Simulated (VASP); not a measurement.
# AlN in VASP: notebook

Runs on AlN. Level: PBE. Tasks: single point.

Program: VASP 6.6.1. These are calculated values, not measurements. Logs are shortened: lines on timing, memory, paths and dates and some standing lists are left out, and cuts for length are marked.

### 1 The cell of the first run

Symmetry: I-4m2, No. 119, tetragonal system. The conventional cell has a = 3.083 Å, b = 3.083 Å, c = 4.535 Å, α = 90.00°, β = 90.00°, γ = 90.00°. Within 2.5 Å of Al (site symmetry -4m2) lie 4 N at 1.91 Å. N (site symmetry -4m2) has 4 Al at 1.91 Å within 2.5 Å.

### 2 Single point, PBE (uniaxial strain along c: +3.0 %, then relaxed in part)

The input, INCAR:

```
PREC = Accurate ; ENCUT = 520
EDIFF = 1E-6 ; ISMEAR = 0
SIGMA = 0.02 ; LREAL = False
LASPH = True ; NELM = 100
ALGO = Normal ; ISIF = 2
LWAVE = False ; LCHARG = False
GGA = PE ; NBANDS = 16
```

The input, KPOINTS:

```
regular mesh
0
Gamma
  8 8 6
```

The input, POSCAR:

```
AlN
1.0
    2.1800216196      2.1800216196      0.0000000000
   -2.1800216196      2.1800216196      0.0000000000
    0.0000000000      0.0000000000      4.5352694371
Al N
2 2
Direct
    0.0000000000      0.0000000000      0.0000000000
    0.5000000000      0.5000000000      0.5000000000
    0.5000000000      0.0000000000      0.2500000000
    0.0000000000      0.5000000000      0.7500000000
```

Potentials or basis: VASP PAW PBE potentials, release 64 (Al, N).

Command:

```bash
$ cat potpaw_PBE.64/Al/POTCAR potpaw_PBE.64/N/POTCAR > POTCAR
$ mpirun -np 1 vasp_std > vasp.out
```

OUTCAR:

```text
PREC = Accurate
   ENCUT = 520
   EDIFF = 1E-6
   ISMEAR = 0
   LREAL = False
   LASPH = True
   NELM = 100
   ISIF = 2
   GGA = PE

 ion  position               nearest neighbor table
   1  0.000  0.000  0.000-   3 1.91   4 1.91   4 1.91   3 1.91   2 3.15   2 3.15   2 3.15   2 3.15
                             2 3.15   2 3.15   2 3.15   2 3.15
   2  0.500  0.500  0.500-   3 1.91   4 1.91   3 1.91   4 1.91   1 3.15   1 3.15   1 3.15   1 3.15
                             1 3.15   1 3.15   1 3.15   1 3.15
   3  0.500  0.000  0.250-   1 1.91   2 1.91   2 1.91   1 1.91
   4  0.000  0.500  0.750-   1 1.91   2 1.91   1 1.91   2 1.91

  LATTYP: Found a simple tetragonal cell.
 ALAT       =     3.0830161407
 C/A-ratio  =     1.4710495275

  Lattice vectors:

 A1 = (   2.1800216196,   2.1800216196,   0.0000000000)
 A2 = (  -2.1800216196,   2.1800216196,   0.0000000000)
 A3 = (   0.0000000000,   0.0000000000,   4.5352694371)

Analysis of symmetry for initial positions (statically):
=====================================================================
 Subroutine PRICEL returns following result:

  LATTYP: Found a body centered tetragonal cell.
 ALAT       =     3.0830161407
 C/A-ratio  =     1.4710495275

  Lattice vectors:

 A1 = (   2.1800216196,   0.0000000000,  -2.2676347186)
 A2 = (  -2.1800216196,   0.0000000000,  -2.2676347185)
 A3 = (   0.0000000000,   2.1800216196,   2.2676347185)

   2 primitive cells build up your supercell.

 Routine SETGRP: Setting up the symmetry group for a
 simple tetragonal supercell.

 Subroutine GETGRP returns: Found  8 space group operations
 (whereof  8 operations were pure point group operations)
 out of a pool of 16 trial point group operations.

The static configuration has the point symmetry D_2d.

Analysis of symmetry for dynamics (positions and initial velocities):
=====================================================================
 Subroutine PRICEL returns following result:

  LATTYP: Found a body centered tetragonal cell.
 ALAT       =     3.0830161407
 C/A-ratio  =     1.4710495275

  Lattice vectors:

 A1 = (   2.1800216196,   0.0000000000,  -2.2676347186)
 A2 = (  -2.1800216196,   0.0000000000,  -2.2676347185)
 A3 = (   0.0000000000,   2.1800216196,   2.2676347185)

   2 primitive cells build up your supercell.

 Routine SETGRP: Setting up the symmetry group for a
 simple tetragonal supercell.

 Subroutine GETGRP returns: Found  8 space group operations
 (whereof  8 operations were pure point group operations)
 out of a pool of 16 trial point group operations.

The dynamic configuration has the point symmetry D_2d.

 Subroutine INISYM returns: Found  8 space group operations
 (whereof  8 operations are pure point group operations),
 and found     2 'primitive' translations

----------------------------------------------------------------------------------------

                                     Primitive cell

  volume of cell :      21.5538

  direct lattice vectors                    reciprocal lattice vectors
     2.180021620  0.000000000 -2.267634719     0.229355524  0.229355524 -0.220494066
    -2.180021620  0.000000000 -2.267634719    -0.229355524  0.229355524 -0.220494066
     0.000000000  2.180021620  2.267634719     0.000000000  0.458711047  0.000000000

  length of vectors
     3.145578083  3.145578083  3.145578083     0.392205999  0.392205999  0.458711047

  position of ions in fractional coordinates (direct lattice)
     0.000000000  0.000000000  0.000000000
     0.250000000  0.750000000  0.500000000

  ion indices of the primitive-cell ions
   primitive index   ion index
                 1           1
                 2           3

----------------------------------------------------------------------------------------

 KPOINTS: regular mesh

Automatic generation of k-mesh.
 Grid dimensions read from file:
 generate k-points for:    8    8    6

 Generating k-lattice:

  Cartesian coordinates                     Fractional coordinates (reciprocal lattice)
     0.028669440  0.028669440  0.000000000     0.125000000  0.000000000  0.000000000
    -0.028669440  0.028669440  0.000000000     0.000000000  0.125000000  0.000000000
     0.000000000  0.000000000  0.036749011     0.000000000  0.000000000  0.166666667

  Length of vectors
     0.040544712  0.040544712  0.036749011

  Shift w.r.t. Gamma in fractional coordinates (k-lattice)
     0.000000000  0.000000000  0.000000000

 Subroutine IBZKPT returns following result:
 ===========================================

 Found     60 irreducible k-points:

 Following reciprocal coordinates:
            Coordinates               Weight
  0.000000  0.000000  0.000000      1.000000
  0.125000  0.000000  0.000000      4.000000
  0.250000  0.000000  0.000000      4.000000
  0.375000  0.000000  0.000000      4.000000
  0.500000  0.000000  0.000000      2.000000
  0.125000  0.125000  0.000000      4.000000
[... 16 lines left out ...]
  0.375000  0.125000  0.166667     16.000000
  0.500000  0.125000  0.166667      8.000000
 [... further k-points ...]
   k-points           NKPTS =     60   k-points in BZ     NKDIM =     60   number of bands    NBANDS=     16
   number of dos      NEDOS =    301   number of ions     NIONS =      4
   total plane-waves  NPLWV =  20736
   dimension x,y,z NGX =    24 NGY =   24 NGZ =   36
   dimension x,y,z NGXF=    48 NGYF=   48 NGZF=   72
   ions per type =               2   2
   NGX,Y,Z   is equivalent  to a cutoff of  12.94, 12.94, 13.20 a.u.
   NGXF,Y,Z  is equivalent  to a cutoff of  25.88, 25.88, 26.39 a.u.
 SYSTEM =  unknown system
   PREC   = accura    normal or accurate (medium, high low for compatibility)
   ISTART =      0    job   : 0-new  1-cont  2-samecut
   ICHARG =      2    charge: 1-file 2-atom 10-const
   ISPIN  =      1    spin polarized calculation?
   LNONCOLLINEAR =      F non collinear calculations
   LSORBIT =      F    spin-orbit coupling
   LASPH  =      T    aspherical Exc in radial PAW
   ENCUT  =  520.0 eV  38.22 Ry    6.18 a.u.   5.73  5.73  8.43*2*pi/ulx,y,z
   NELM   =    100;   NELMIN=  2; NELMDL= -5     # of ELM steps
   EDIFF  = 0.1E-05   stopping-criterion for ELM
   LREAL  =      F    real-space projection
   EDIFFG = 0.1E-04   stopping-criterion for IOM
   NSW    =      0    number of steps for IOM
   IBRION =     -1    ionic relax: 0-MD 1-quasi-New 2-CG
   NFREE  =      0    steps in history (QN), initial steepest desc. (CG)
   ISIF   =      2    stress and relaxation
   ISYM   =      2    0-nonsym 1-usesym 2-fastsym
   POTIM  = 0.5000    time-step for ionic-motion
   TEBEG  =    0.0;   TEEND  =   0.0 temperature during run
   PSTRESS=    0.0 pullay stress
   NELECT =      16.0000    total number of electrons
   NUPDOWN=      -1.0000    fix difference up-down
   EMIN   =  10.00;   EMAX   =-10.00  energy-range for DOS
   EFERMI =   0.00;   METHOD = LEGACY
   ISMEAR =     0;   SIGMA  =   0.02  broadening in eV -4-tet -1-fermi 0-gaus
   EFERMI_NEDOS =   21; number of points for ismear=-14 and -15
   IALGO  =     38    algorithm
   IMIX   =      4    mixing-type and parameters
     AMIX     =   0.40;   BMIX     =  1.00
     AMIX_MAG =   1.60;   BMIX_MAG =  1.00
  volume/ion in A,a.u.               =      10.78        72.73
  Fermi-wavevector in a.u.,A,eV,Ry     =   1.176513  2.223286 18.832939  1.384182
  Thomas-Fermi vector in A             =   2.312875
   LORBIT       =      0    0 simple, 1 ext, 2 COOP (PROOUT), +10 PAW based schemes
   GGA     = PE    functional components
   LHFCALC =     F    Hartree Fock is set to
   AEXX    =    0.0000 exact exchange contribution
   IVDW    =     0    specifies the selected vdW correction
   LEPSILON=     F    determine dielectric tensor
   LRPA    =     F    only Hartree local field effects (RPA)
 non-spin polarized calculation
 Gauss-broadening in eV      SIGMA  =   0.02
  energy-cutoff  :      520.00
  volume of cell :       43.11
 maximum number of plane-waves:      1176
 NGX is ok and might be reduce to    24

 number of electron      16.0000002 magnetization

 Free energy of the ion-electron system (eV)
  ---------------------------------------------------
  ext. energy  EPLUGINS =         0.00000000
  ---------------------------------------------------
  free energy    TOTEN  =       -29.67152084 eV

  energy without entropy =      -29.67152084  energy(sigma->0) =      -29.67152084

 E-fermi :   5.8275     XC(G=0): -10.7878

 val. band max:        5.7258248116   @ k =   0.1250   0.0000   0.0000
 cond. band min:       8.9071905831   @ k =   0.5000   0.5000   0.0000
 fundamental gap:      3.1813657715
 Fermi energy:         5.8274970493

 k-point     1 :       0.0000    0.0000    0.0000
  band No.  band energies     occupation
      1      -9.1293      2.00000
      2      -6.6833      2.00000
      3       0.6089      2.00000
      4       4.1336      2.00000
      5       4.1336      2.00000
      6       5.5427      2.00000
[... 8 lines left out ...]
     15      18.7039      0.00000
     16      21.1732      0.00000

 k-point     2 :       0.1250    0.0000    0.0000
  band No.  band energies     occupation
      1      -8.9791      2.00000
      2      -6.6593      2.00000
      3       0.7819      2.00000
      4       3.4049      2.00000
      5       4.2368      2.00000
      6       4.8980      2.00000
[... 8 lines left out ...]
     15      18.4578      0.00000
     16      20.7318      0.00000

 k-point     3 :       0.2500    0.0000    0.0000
  band No.  band energies     occupation
      1      -8.5523      2.00000
      2      -6.6501      2.00000
      3       1.2684      2.00000
      4       2.1710      2.00000
      5       3.4170      2.00000
      6       4.5230      2.00000
[... 8 lines left out ...]
     15      18.3813      0.00000
     16      19.7295      0.00000
[... 362 lines left out ...]
 k-point    23 :       0.3750    0.1250    0.1667
  band No.  band energies     occupation
      1      -7.7321      2.00000
      2      -6.8109      2.00000
      3       0.8850      2.00000
      4       1.6643      2.00000
      5       2.9477      2.00000
      6       4.4809      2.00000
[... 8 lines left out ...]
     15      18.2030      0.00000
     16      18.5292      0.00000

 k-point    24 :       0.5000    0.1250    0.1667
  band No.  band energies     occupation
      1      -7.1602      2.00000
      2      -7.1602      2.00000
      3       0.9305      2.00000
      4       0.9305      2.00000
      5       3.6847      2.00000
      6       3.6847      2.00000
[... 8 lines left out ...]
     15      18.2739      0.00000
     16      18.2739      0.00000

 [... further k-points ...]
[... 5 lines left out ...]
  --------------------------------------------------------------------------------------
  -------------------------------------------------------------------------------------
  Total       -0.0664765     -0.0664765     -1.6717590      0.0000000      0.0000000      0.0000000
  in kB       -2.4707226     -2.4707226    -62.1340348      0.0000000      0.0000000      0.0000000
  external PRESSURE =     -22.3584934 kB  Pullay stress =       0.0000000 kB

 VOLUME and BASIS-vectors are now :
 -----------------------------------------------------------------------------
  energy-cutoff  :      520.00
  volume of cell :       43.11
      direct lattice vectors                 reciprocal lattice vectors
     2.180021620  2.180021620  0.000000000     0.229355524  0.229355524  0.000000000
    -2.180021620  2.180021620  0.000000000    -0.229355524  0.229355524  0.000000000
     0.000000000  0.000000000  4.535269437     0.000000000  0.000000000  0.220494066

 POSITION                                       TOTAL-FORCE (eV/Angst)
 -----------------------------------------------------------------------------------
      0.00000      0.00000      0.00000         0.000000      0.000000     -0.000000
      0.00000      2.18002      2.26763        -0.000000     -0.000000      0.000000
      1.09001      1.09001      1.13382        -0.000000     -0.000000     -0.000000
     -1.09001      1.09001      3.40145        -0.000000     -0.000000     -0.000000
 -----------------------------------------------------------------------------------
    total drift:                               -0.000000      0.000000     -0.000000

  FREE ENERGIE OF THE ION-ELECTRON SYSTEM (eV)
  ---------------------------------------------------
  free  energy   TOTEN  =       -29.6715208443 eV

  energy  without entropy=      -29.6715208443  energy(sigma->0) =      -29.67152084
```

Wall time 51 s (1 thread of Intel Xeon 6975P-C, shared host); peak memory 0.17 GiB.

Results:

- Free energy: -29.6715 eV
- Pressure: -2.2 GPa
- Band gap on the k mesh: 3.18 eV

Stress tensor (GPa, compression positive):
```
-0.25  0.00  0.00
 0.00 -0.25  0.00
 0.00  0.00 -6.21
```

Levels at points of the mesh, in eV from the valence-band top:
```
           k point  band 4  band 5  band 6  band 7  band 8  band 9  band 10  band 11  band 12  band 13
(0.00, 0.00, 0.00)   -1.59   -1.59   -0.18   -0.01   -0.01    3.36     3.82     8.74    12.15    12.15
(0.50, 0.00, 0.00)   -4.42   -2.65   -2.65   -0.41   -0.41    7.71     7.71     9.11     9.11    10.82
(0.50, 0.50, 0.00)   -4.74   -1.92   -1.92   -1.90   -1.90    3.18     3.18     8.14     8.14    13.65
(0.00, 0.00, 0.50)   -3.04   -0.88   -0.88   -0.88   -0.88    5.64     5.64    10.13    10.13    10.67
(0.50, 0.00, 0.50)   -5.78   -0.71   -0.71   -0.38   -0.38    6.94     6.94     9.57     9.57    10.60
(0.50, 0.50, 0.50)   -3.76   -3.36   -3.36   -2.68   -2.68    5.66     5.66    10.98    10.98    11.04
```

Caveat: the cell differs from its parent crystal (uniaxial strain along c: +3.0 %, then relaxed in part). A k mesh can miss the band edges.

### 3 Single point, PBE (uniaxial strain along c: +3.0 %)

The input, INCAR:

```
PREC = Accurate
ENCUT = 520
EDIFF = 1E-7
ISMEAR = 0
SIGMA = 0.02
LREAL = F
LASPH = T
NELM = 60
ALGO = Normal
ISIF = 2
LWAVE = F
LCHARG = F
GGA = PE
NBANDS = 16
```

The input, KPOINTS:

```
Automatic mesh
0
Gamma
  8 8 6
```

Edit POSCAR of step 2 so:

```diff
@@ -2,4 +2,4 @@
 1.0
-    2.1800216196      2.1800216196      0.0000000000
-   -2.1800216196      2.1800216196      0.0000000000
+    2.1850752021      2.1850752021      0.0000000000
+   -2.1850752021      2.1850752021      0.0000000000
     0.0000000000      0.0000000000      4.5352694371
```

Potentials or basis: VASP PAW PBE potentials, release 64 (Al, N).

Command:

```bash
$ cat potpaw_PBE.64/Al/POTCAR potpaw_PBE.64/N/POTCAR > POTCAR
$ mpirun -np 1 vasp_std > vasp.out
```

Run time: 71 s. Hardware: 1 thread of Intel Xeon 6975P-C, shared host; peak memory 0.17 GiB.

It converged, with:

```yaml
Free_energy: -29.6707 eV
Pressure: -3.1 GPa
Band_gap_on_the_k_mesh: 3.19 eV
```

Stress tensor (GPa, compression positive):
```
-1.22  0.00  0.00
 0.00 -1.22  0.00
 0.00  0.00 -6.80
```

Levels at points of the mesh, in eV from the valence-band top:
| k point | band 5 | band 6 | band 7 | band 8 | band 9 | band 10 | band 11 | band 12 |
| --- | --- | --- | --- | --- | --- | --- | --- | --- |
| (0.00, 0.00, 0.00) | -1.60 | -0.17 | -0.01 | -0.01 | 3.35 | 3.79 | 8.69 | 12.11 |
| (0.50, 0.00, 0.00) | -2.63 | -2.63 | -0.42 | -0.42 | 7.69 | 7.69 | 9.06 | 9.06 |
| (0.50, 0.50, 0.00) | -1.90 | -1.90 | -1.88 | -1.88 | 3.19 | 3.19 | 8.13 | 8.13 |
| (0.00, 0.00, 0.50) | -0.88 | -0.88 | -0.88 | -0.88 | 5.63 | 5.63 | 10.08 | 10.08 |
| (0.50, 0.00, 0.50) | -0.69 | -0.69 | -0.38 | -0.38 | 6.91 | 6.91 | 9.54 | 9.54 |
| (0.50, 0.50, 0.50) | -3.34 | -3.34 | -2.66 | -2.66 | 5.67 | 5.67 | 10.98 | 10.98 |

Caveat: the cell differs from its parent crystal (uniaxial strain along c: +3.0 %).

### 4 Single point, PBE

The input, INCAR:

```
SYSTEM = AlN
ALGO = Normal
EDIFF = 1E-6
ENCUT = 520
GGA = PE
ISIF = 2
ISMEAR = 0
LASPH = .TRUE.
LCHARG = .FALSE.
LREAL = .FALSE.
LWAVE = .FALSE.
NBANDS = 16
NELM = 60
PREC = Accurate
SIGMA = 0.02
```

The input, KPOINTS:

```
k-points
0
G
  8 8 6
  0 0 0
```

Edit POSCAR of step 3 so:

```diff
@@ -2,4 +2,4 @@
 1.0
-    2.1850752021      2.1850752021      0.0000000000
-   -2.1850752021      2.1850752021      0.0000000000
+    2.1800216196      2.1800216196      0.0000000000
+   -2.1800216196      2.1800216196      0.0000000000
     0.0000000000      0.0000000000      4.5352694371
```

Command:

```bash
$ cat potpaw_PBE.64/Al/POTCAR potpaw_PBE.64/N/POTCAR > POTCAR
$ mpirun -np 1 vasp_std > vasp.out
```

Run time: 64 s. Hardware: 1 thread of Intel Xeon 6975P-C, shared host; peak memory 0.17 GiB.

Results (log left out):

```
Free energy            : -29.6715 eV
Pressure               : -2.2 GPa
Band gap on the k mesh : 3.18 eV
```

Stress tensor (GPa, compression positive):
```
-0.25  0.00  0.00
 0.00 -0.25  0.00
 0.00  0.00 -6.21
```

Levels at points of the mesh, in eV from the valence-band top:
```csv
k point,band 4,band 5,band 6,band 7,band 8,band 9,band 10,band 11,band 12,band 13
"(0.00, 0.00, 0.00)",-1.59,-1.59,-0.18,-0.01,-0.01,3.36,3.82,8.74,12.15,12.15
"(0.50, 0.00, 0.00)",-4.42,-2.65,-2.65,-0.41,-0.41,7.71,7.71,9.11,9.11,10.82
"(0.50, 0.50, 0.00)",-4.74,-1.92,-1.92,-1.90,-1.90,3.18,3.18,8.14,8.14,13.65
"(0.00, 0.00, 0.50)",-3.04,-0.88,-0.88,-0.88,-0.88,5.64,5.64,10.13,10.13,10.67
"(0.50, 0.00, 0.50)",-5.78,-0.71,-0.71,-0.38,-0.38,6.94,6.94,9.57,9.57,10.60
"(0.50, 0.50, 0.50)",-3.76,-3.36,-3.36,-2.68,-2.68,5.66,5.66,10.98,10.98,11.04
```

### 5 Single point, PBE

This run uses another cell than the first one: it holds 16 atoms, not 4.

The input, INCAR:

```
SYSTEM = AlN
ALGO = Normal
EDIFF = 1E-6
ENCUT = 520
GGA = PE
ISIF = 2
ISMEAR = 0
LASPH = .TRUE.
LCHARG = .FALSE.
LREAL = Auto
LWAVE = .FALSE.
NBANDS = 46
NELM = 60
PREC = Accurate
SIGMA = 0.01
```

The input, KPOINTS:

```
k-points
0
G
  4 4 4
  0 0 0
```

The input, POSCAR:

```
AlN
1.0
    0.0000000000      4.4031742015     -4.4031742015
    4.4031742015      4.4031742015      0.0000000000
    4.4031742015      0.0000000000     -4.4031742015
Al N
8 8
Direct
    0.0000000000      0.0000000000      0.5000000000
    0.0000000000      0.5000000000      0.5000000000
    0.5000000000      0.0000000000      0.5000000000
    0.5000000000      0.5000000000      0.5000000000
    0.0000000000      0.0000000000      1.0000000000
    0.0000000000      0.5000000000      1.0000000000
    0.5000000000      0.0000000000      1.0000000000
    0.5000000000      0.5000000000      1.0000000000
    0.1250000000      0.1250000000      0.1250000000
    0.1250000000      0.6250000000      0.1250000000
    0.6250000000      0.1250000000      0.1250000000
    0.6250000000      0.6250000000      0.1250000000
    0.1250000000      0.1250000000      0.6250000000
    0.1250000000      0.6250000000      0.6250000000
    0.6250000000      0.1250000000      0.6250000000
    0.6250000000      0.6250000000      0.6250000000
```

Command:

```bash
$ cat potpaw_PBE.64/Al/POTCAR potpaw_PBE.64/N/POTCAR > POTCAR
$ mpirun -np 1 vasp_std > vasp.out
```

Wall time 4 min (1 thread of Intel Xeon 6975P-C, shared host); peak memory 0.34 GiB.

It converged, with:

```yaml
Free_energy: -118.7809 eV
Pressure: -0.2 GPa
Band_gap_on_the_k_mesh: 3.31 eV
```

Levels at points of the mesh, in eV from the valence-band top:
| k point | band 29 | band 30 | band 31 | band 32 | band 33 | band 34 | band 35 | band 36 |
| --- | --- | --- | --- | --- | --- | --- | --- | --- |
| (0.00, 0.00, 0.00) | -0.48 | 0.00 | 0.00 | 0.00 | 3.31 | 3.31 | 3.31 | 3.98 |
| (0.50, 0.00, 0.00) | -0.25 | -0.25 | -0.25 | -0.25 | 5.82 | 5.82 | 5.82 | 5.82 |
| (0.50, 0.50, 0.00) | -0.52 | -0.52 | -0.52 | -0.52 | 5.84 | 5.84 | 5.99 | 5.99 |

### 6 Overview

| cell | k mesh | smearing | gap on the mesh (eV) | pressure (GPa) |
| --- | --- | --- | --- | --- |
| a = 3.083, b = 3.083, c = 4.535 Å, 4 atoms | 8 × 8 × 6 | gaussian 0.02 eV | 3.18 | -2.2 |
| a = 3.090, b = 3.090, c = 4.535 Å, 4 atoms | 8 × 8 × 6 | gaussian 0.02 eV | 3.19 | -3.1 |
| a = 6.227 Å, angles 60.0°, 16 atoms | 4 × 4 × 4 | gaussian 0.01 eV | 3.31 | -0.2 |

Alike in all rows: task single point; level PBE; potentials or basis VASP PAW PBE potentials, release 64 (Al, N); no spin polarisation; cutoff (eV) 520.

Total energies depend on the potentials used, so only differences within one code and one set of settings carry meaning.
